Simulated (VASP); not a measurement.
A run of VASP 6.6.1 is set up as follows.

File INCAR:

```
SYSTEM = Al
PREC     = Accurate       ! precision mode
ENCUT    = 500            ! plane-wave cutoff, eV
EDIFF    = 1E-7           ! SCF threshold, eV
ISMEAR   = -1             ! smearing method
SIGMA    = 0.05           ! smearing width, eV
LREAL    = .False.        ! projectors in reciprocal space
LASPH    = .True.         ! aspherical terms in the spheres
NELM     = 120            ! most SCF steps
ALGO     = Normal         ! electronic algorithm
ISIF     = 3              ! what is computed and relaxed
LWAVE    = .False.        ! write WAVECAR
LCHARG   = .False.        ! write CHGCAR
GGA      = PS             ! functional
IBRION   = 2              ! ionic algorithm
NSW      = 60             ! ionic steps
EDIFFG   = -0.03          ! ionic threshold
PSTRESS  = 400.0        
GGA_COMPAT= .False.      
NELMIN   = 4
```

Contents of KPOINTS:

```
regular mesh
0
Gamma
  11 11 11
  0 0 0
```

The input POSCAR:

```
Al
1.0
   -1.6050000000      1.6050000000      1.6050000000
    1.6050000000     -1.6050000000      1.6050000000
    1.6050000000      1.6050000000     -1.6050000000
Al
1
Direct
    0.0000000000      0.0000000000      0.0000000000
```

Potentials or basis: VASP PAW PBE potentials, release 64 (Al).

The run is started by

```console
$ cat potpaw_PBE.64/Al/POTCAR > POTCAR
$ mpirun -np 1 vasp_std > vasp.out
```

(1) What does it give for the band gap on the k mesh?

(2) What does it give for the relaxed cell?

(3) What does it give for the relaxed volume?

(4) What does it give for the space group after relaxing (to 0.1 Å)?

## Answers

(1) zero (an odd number of electrons rules out a gap without spin polarisation).

(2) a = 2.523 Å, b = 2.523 Å, c = 2.523 Å, α = 109.47°, β = 109.47°, γ = 109.47°.

(3) 12.36 Å³/atom.

(4) Im-3m (No. 229).

Caveat: the cell is relaxed towards a set pressure, so the run minimises the enthalpy, not the energy; the volume moved by over 15 % at a fixed basis, so the end points are rough; the PAW data sets were made with another functional, which shifts forces and pressure a little.
